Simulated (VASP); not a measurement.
# CaO (Cmcm) in VASP: further runs

Runs on CaO. Level: PBE. Tasks: single point.

All numbers are computed with VASP 6.6.1; they aren't measurements. Logs are shortened: lines on timing, memory, paths and dates and some standing lists are left out, and cuts for length are marked.

## (1) The cell of the first run

It takes space group Cmcm (No. 63, orthorhombic). Conventional cell: a = 4.499 Å, b = 6.266 Å, c = 4.679 Å, α = 90.00°, β = 90.00°, γ = 90.00°. Ca (site symmetry m2m) has 5 O at 2.09 to 2.48 Å within 2.8 Å. O (site symmetry m2m) has 5 Ca at 2.09 to 2.48 Å within 2.8 Å.

## (2) Single point, PBE

INCAR

```
ALGO = Normal ; EDIFF = 1E-6
ENCUT = 520 ; GGA = PE
ISIF = 2 ; ISMEAR = 0
LASPH = True ; LCHARG = False
LREAL = False ; LWAVE = False
NBANDS = 24 ; NELM = 80
PREC = Accurate ; SIGMA = 0.05
```

KPOINTS

```
k-points
0
Gamma
  9 9 6
```

POSCAR

```
CaO
1.0
    4.4986505453      0.0000000000      0.0000000000
   -2.2493252727      3.1329527818      0.0000000000
    0.0000000000      0.0000000000      4.6793913223
Ca O
2 2
Direct
    0.3333333333      0.6666666667      0.7500000000
    0.6666666667      0.3333333333      0.2500000000
    0.3333333333      0.6666666667      0.2500000000
    0.6666666667      0.3333333333      0.7500000000
```

Potentials or basis: VASP PAW PBE potentials, release 64 (Ca_sv, O).

Run with:

```
> cat potpaw_PBE.64/Ca_sv/POTCAR potpaw_PBE.64/O/POTCAR > POTCAR
> mpirun -np 1 vasp_std > vasp.out
```

OUTCAR:

```text
EDIFF = 1E-6
   ENCUT = 520
   GGA = PE
   ISIF = 2
   ISMEAR = 0
   LASPH = True
   LREAL = False
   NELM = 80
   PREC = Accurate

 ion  position               nearest neighbor table
   1  0.333  0.667  0.750-   4 2.09   3 2.34   3 2.34   4 2.48   4 2.48   2 3.14   2 3.14
   2  0.667  0.333  0.250-   3 2.09   4 2.34   4 2.34   3 2.48   3 2.48   1 3.14   1 3.14
   3  0.333  0.667  0.250-   2 2.09   1 2.34   1 2.34   2 2.48   2 2.48
   4  0.667  0.333  0.750-   1 2.09   2 2.34   2 2.34   1 2.48   1 2.48

  Warning from LATTYP: Monoclinic adjustment (A1->A3, A2->A1, A3->A2)!
  LATTYP: Found a base centered orthorhombic cell.
 ALAT       =     4.4986505453
 B/A-ratio  =     1.3928411421
 C/A-ratio  =     1.0401766652

  Lattice vectors:

 A1 = (   2.2493252727,  -3.1329527818,   0.0000000000)
 A2 = (   2.2493252726,   3.1329527818,   0.0000000000)
 A3 = (   0.0000000000,   0.0000000000,   4.6793913223)

Analysis of symmetry for initial positions (statically):
=====================================================================
 Subroutine PRICEL returns:
 Original cell was already a primitive cell.

 Routine SETGRP: Setting up the symmetry group for a
 base centered orthorhombic supercell.

 Subroutine GETGRP returns: Found  8 space group operations
 (whereof  4 operations were pure point group operations)
 out of a pool of  8 trial point group operations.

The static configuration has the point symmetry C_2h.
 The point group associated with its full space group is D_2h.

Analysis of symmetry for dynamics (positions and initial velocities):
=====================================================================
 Subroutine PRICEL returns:
 Original cell was already a primitive cell.

 Routine SETGRP: Setting up the symmetry group for a
 base centered orthorhombic supercell.

 Subroutine GETGRP returns: Found  8 space group operations
 (whereof  4 operations were pure point group operations)
 out of a pool of  8 trial point group operations.

The dynamic configuration has the point symmetry C_2h.
 The point group associated with its full space group is D_2h.

 Subroutine INISYM returns: Found  8 space group operations
 (whereof  4 operations are pure point group operations),
 and found     1 'primitive' translations

----------------------------------------------------------------------------------------

                                     Primitive cell

  volume of cell :      65.9516

  direct lattice vectors                    reciprocal lattice vectors
     4.498650545  0.000000000  0.000000000     0.222288882  0.159593851  0.000000000
    -2.249325273  3.132952782  0.000000000     0.000000000  0.319187702  0.000000000
     0.000000000  0.000000000  4.679391322     0.000000000  0.000000000  0.213703008

  length of vectors
     4.498650545  3.856793657  4.679391322     0.273646751  0.319187702  0.213703008

  position of ions in fractional coordinates (direct lattice)
     0.333333333  0.666666667  0.750000000
     0.666666667  0.333333333  0.250000000
     0.333333333  0.666666667  0.250000000
     0.666666667  0.333333333  0.750000000

  ion indices of the primitive-cell ions
   primitive index   ion index
                 1           1
                 2           2
                 3           3
                 4           4

----------------------------------------------------------------------------------------

 KPOINTS: k-points

Automatic generation of k-mesh.
 Grid dimensions read from file:
 generate k-points for:    9    9    6

 Generating k-lattice:

  Cartesian coordinates                     Fractional coordinates (reciprocal lattice)
     0.024698765  0.017732650  0.000000000     0.111111111  0.000000000  0.000000000
     0.000000000  0.035465300  0.000000000     0.000000000  0.111111111  0.000000000
     0.000000000  0.000000000  0.035617168     0.000000000  0.000000000  0.166666667

  Length of vectors
     0.030405195  0.035465300  0.035617168

  Shift w.r.t. Gamma in fractional coordinates (k-lattice)
     0.000000000  0.000000000  0.000000000

 Subroutine IBZKPT returns following result:
 ===========================================

 Found    100 irreducible k-points:

 Following reciprocal coordinates:
            Coordinates               Weight
  0.000000  0.000000  0.000000      1.000000
  0.111111 -0.000000  0.000000      4.000000
  0.222222  0.000000  0.000000      4.000000
  0.333333  0.000000  0.000000      4.000000
  0.444444  0.000000  0.000000      4.000000
  0.000000  0.111111  0.000000      2.000000
[... 16 lines left out ...]
  0.333333  0.333333  0.000000      2.000000
  0.000000  0.444444  0.000000      2.000000
 [... further k-points ...]
   k-points           NKPTS =    100   k-points in BZ     NKDIM =    100   number of bands    NBANDS=     24
   number of dos      NEDOS =    301   number of ions     NIONS =      4
   total plane-waves  NPLWV =  38880
   dimension x,y,z NGX =    36 NGY =   30 NGZ =   36
   dimension x,y,z NGXF=    72 NGYF=   60 NGZF=   72
   ions per type =               2   2
   NGX,Y,Z   is equivalent  to a cutoff of  13.30, 12.93, 12.79 a.u.
   NGXF,Y,Z  is equivalent  to a cutoff of  26.61, 25.86, 25.58 a.u.
 SYSTEM =  unknown system
   PREC   = accura    normal or accurate (medium, high low for compatibility)
   ISTART =      0    job   : 0-new  1-cont  2-samecut
   ICHARG =      2    charge: 1-file 2-atom 10-const
   ISPIN  =      1    spin polarized calculation?
   LNONCOLLINEAR =      F non collinear calculations
   LSORBIT =      F    spin-orbit coupling
   LASPH  =      T    aspherical Exc in radial PAW
   ENCUT  =  520.0 eV  38.22 Ry    6.18 a.u.   8.36  7.17  8.70*2*pi/ulx,y,z
   NELM   =     80;   NELMIN=  2; NELMDL= -5     # of ELM steps
   EDIFF  = 0.1E-05   stopping-criterion for ELM
   LREAL  =      F    real-space projection
   EDIFFG = 0.1E-04   stopping-criterion for IOM
   NSW    =      0    number of steps for IOM
   IBRION =     -1    ionic relax: 0-MD 1-quasi-New 2-CG
   NFREE  =      0    steps in history (QN), initial steepest desc. (CG)
   ISIF   =      2    stress and relaxation
   ISYM   =      2    0-nonsym 1-usesym 2-fastsym
   POTIM  = 0.5000    time-step for ionic-motion
   TEBEG  =    0.0;   TEEND  =   0.0 temperature during run
   PSTRESS=    0.0 pullay stress
   NELECT =      32.0000    total number of electrons
   NUPDOWN=      -1.0000    fix difference up-down
   EMIN   =  10.00;   EMAX   =-10.00  energy-range for DOS
   EFERMI =   0.00;   METHOD = LEGACY
   ISMEAR =     0;   SIGMA  =   0.05  broadening in eV -4-tet -1-fermi 0-gaus
   EFERMI_NEDOS =   21; number of points for ismear=-14 and -15
   IALGO  =     38    algorithm
   IMIX   =      4    mixing-type and parameters
     AMIX     =   0.40;   BMIX     =  1.00
     AMIX_MAG =   1.60;   BMIX_MAG =  1.00
  volume/ion in A,a.u.               =      16.49       111.27
  Fermi-wavevector in a.u.,A,eV,Ry     =   1.286421  2.430983 22.515983  1.654878
  Thomas-Fermi vector in A             =   2.418496
   LORBIT       =      0    0 simple, 1 ext, 2 COOP (PROOUT), +10 PAW based schemes
   GGA     = PE    functional components
   LHFCALC =     F    Hartree Fock is set to
   AEXX    =    0.0000 exact exchange contribution
   IVDW    =     0    specifies the selected vdW correction
   LEPSILON=     F    determine dielectric tensor
   LRPA    =     F    only Hartree local field effects (RPA)
 non-spin polarized calculation
 Gauss-broadening in eV      SIGMA  =   0.05
  energy-cutoff  :      520.00
  volume of cell :       65.95
 maximum number of plane-waves:      1802
 NGX is ok and might be reduce to    36
   NGX = 17   NGY = 15   NGZ = 17

 number of electron      32.0000002 magnetization

 Free energy of the ion-electron system (eV)
  ---------------------------------------------------
  ext. energy  EPLUGINS =         0.00000000
  ---------------------------------------------------
  free energy    TOTEN  =       -24.89759070 eV

  energy without entropy =      -24.89759070  energy(sigma->0) =      -24.89759070

 E-fermi :   1.5479     XC(G=0):  -9.3836

 val. band max:        1.3141209148   @ k =   0.0000   0.0000   0.0000
 cond. band min:       4.4784029332   @ k =   0.0000   0.0000   0.0000
 fundamental gap:      3.1642820184
 Fermi energy:         1.5478860859

 k-point     1 :       0.0000    0.0000    0.0000
  band No.  band energies     occupation
      1     -36.2635      2.00000
      2     -36.1132      2.00000
      3     -17.6099      2.00000
      4     -17.5786      2.00000
      5     -17.3388      2.00000
      6     -17.3227      2.00000
[... 16 lines left out ...]
     23       9.4778      0.00000
     24      10.2741      0.00000

 k-point     2 :       0.1111   -0.0000    0.0000
  band No.  band energies     occupation
      1     -36.2593      2.00000
      2     -36.1149      2.00000
      3     -17.6039      2.00000
      4     -17.5963      2.00000
      5     -17.4232      2.00000
      6     -17.2822      2.00000
[... 16 lines left out ...]
     23       9.4636      0.00000
     24      10.1971      0.00000

 k-point     3 :       0.2222    0.0000    0.0000
  band No.  band energies     occupation
      1     -36.2478      2.00000
      2     -36.1200      2.00000
      3     -17.6732      2.00000
      4     -17.5589      2.00000
      5     -17.5519      2.00000
      6     -17.2865      2.00000
[... 16 lines left out ...]
     23       9.6803      0.00000
     24       9.9375      0.00000
[... 514 lines left out ...]
 k-point    23 :       0.3333    0.3333    0.0000
  band No.  band energies     occupation
      1     -36.2007      2.00000
      2     -36.1459      2.00000
      3     -17.8959      2.00000
      4     -17.7408      2.00000
      5     -17.4916      2.00000
      6     -17.3952      2.00000
[... 16 lines left out ...]
     23       9.6342      0.00000
     24       9.9254      0.00000

 k-point    24 :       0.0000    0.4444    0.0000
  band No.  band energies     occupation
      1     -36.1873      2.00000
      2     -36.1529      2.00000
      3     -17.9737      2.00000
      4     -17.7439      2.00000
      5     -17.4912      2.00000
      6     -17.3511      2.00000
[... 16 lines left out ...]
     23      10.0504      0.00000
     24      10.1530      0.00000

 [... further k-points ...]
[... 5 lines left out ...]
  --------------------------------------------------------------------------------------
  -------------------------------------------------------------------------------------
  Total       -2.5745100      5.6840986      2.3730339     -0.0000000      0.0000000      0.0000000
  in kB      -62.5431406    138.0850662     57.6486391     -0.0000000      0.0000000      0.0000000
  external PRESSURE =      44.3968549 kB  Pullay stress =       0.0000000 kB

 VOLUME and BASIS-vectors are now :
 -----------------------------------------------------------------------------
  energy-cutoff  :      520.00
  volume of cell :       65.95
      direct lattice vectors                 reciprocal lattice vectors
     4.498650545  0.000000000  0.000000000     0.222288882  0.159593851  0.000000000
    -2.249325273  3.132952782  0.000000000     0.000000000  0.319187702  0.000000000
     0.000000000  0.000000000  4.679391322     0.000000000  0.000000000  0.213703008

 POSITION                                       TOTAL-FORCE (eV/Angst)
 -----------------------------------------------------------------------------------
     -0.00000      2.08864      3.50954         0.000000     -1.845194      0.000000
      2.24933      1.04432      1.16985        -0.000000      1.845194      0.000000
     -0.00000      2.08864      1.16985         0.000000     -1.458723      0.000000
      2.24933      1.04432      3.50954        -0.000000      1.458723      0.000000
 -----------------------------------------------------------------------------------
    total drift:                               -0.000000      0.000000     -0.000000

  FREE ENERGIE OF THE ION-ELECTRON SYSTEM (eV)
  ---------------------------------------------------
  free  energy   TOTEN  =       -24.8975906960 eV

  energy  without entropy=      -24.8975906960  energy(sigma->0) =      -24.89759070
```

It took 4.3 min on 1 thread of Oxide Virtual Turin-like, shared host; peak memory 0.24 GiB.

What came out:

| Item | Value |
| --- | --- |
| Free energy | -24.8976 eV |
| Pressure | 4.4 GPa |
| Largest force | 1.845 eV/Å |
| Band gap on the k mesh | 3.16 eV, direct |

Forces on the atoms (eV/Å):
```
Ca   0.000 -1.845  0.000
Ca   0.000  1.845  0.000
O    0.000 -1.459  0.000
O    0.000  1.459  0.000
```

Levels at points of the mesh, in eV from the valence-band top:
| k point | band 12 | band 13 | band 14 | band 15 | band 16 | band 17 | band 18 | band 19 | band 20 | band 21 |
| --- | --- | --- | --- | --- | --- | --- | --- | --- | --- | --- |
| (0.00, 0.00, 0.00) | -1.23 | -0.98 | -0.94 | -0.90 | 0.00 | 3.16 | 6.13 | 6.18 | 7.31 | 7.85 |
| (0.00, 0.00, 0.50) | -1.64 | -1.43 | -1.43 | -1.05 | -1.05 | 4.88 | 4.88 | 7.62 | 7.62 | 8.14 |

Caveat: the cell differs from its parent crystal (strain +e along x and -e along y +0.1100, strain +e along z and -e/2 along x and y -0.0267); forces of over 1 eV/Å act on the atoms, so gaps and moduli don't describe the material at rest.

## (3) Single point, PBE

INCAR

```
SYSTEM = CaO
ALGO = Normal
EDIFF = 1E-6
ENCUT = 520
GGA = PE
ISIF = 2
ISMEAR = 0
LASPH = .True.
LCHARG = .False.
LREAL = .False.
LWAVE = .False.
NBANDS = 24
NELM = 100
PREC = Accurate
SIGMA = 0.05
```

KPOINTS

```
k-points
0
Gamma
  9 9 6
  0 0 0
```

POSCAR

```
CaO
1.0
    4.2715855291      0.0000000000      0.0000000000
   -2.1357927646      3.1908708772      0.0000000000
    0.0000000000      0.0000000000      4.8717016612
Ca O
2 2
Direct
    0.3333333333      0.6666666667      0.7500000000
    0.6666666667      0.3333333333      0.2500000000
    0.3333333333      0.6666666667      0.2500000000
    0.6666666667      0.3333333333      0.7500000000
```

Potentials or basis: VASP PAW PBE potentials, release 64 (Ca_sv, O).

Run with:

```
> cat potpaw_PBE.64/Ca_sv/POTCAR potpaw_PBE.64/O/POTCAR > POTCAR
> mpirun -np 1 vasp_std > vasp.out
```

Wall time 3.7 min (1 thread of Oxide Virtual Turin-like, shared host); peak memory 0.24 GiB.

Results (log left out):

```yaml
Free_energy: -25.1330 eV
Pressure: 2.0 GPa
Largest_force: 1.246 eV/Å
Band_gap_on_the_k_mesh: 3.26 eV, direct
```

Forces in eV/Å, atoms in the order of the input:
```
Ca   0.000 -1.246  0.000
Ca   0.000  1.246  0.000
O    0.000 -1.033  0.000
O    0.000  1.033  0.000
```

Stress tensor (GPa, compression positive):
```
-3.62  0.00  0.00
 0.00 10.44  0.00
 0.00  0.00 -0.90
```

Levels at points of the mesh, in eV from the valence-band top:
| k point | band 14 | band 15 | band 16 | band 17 | band 18 | band 19 |
| --- | --- | --- | --- | --- | --- | --- |
| (0.00, 0.00, 0.00) | -0.97 | -0.94 | 0.00 | 3.26 | 6.23 | 6.28 |
| (0.00, 0.00, 0.50) | -1.32 | -1.04 | -1.04 | 5.04 | 5.04 | 7.68 |

Caveat: the cell differs from its parent crystal (strain +e along x and -e along y +0.0733, strain +e along z and -e/2 along x and y +0.0133); forces of over 1 eV/Å act on the atoms, so gaps and moduli don't describe the material at rest. A k mesh can miss the band edges.
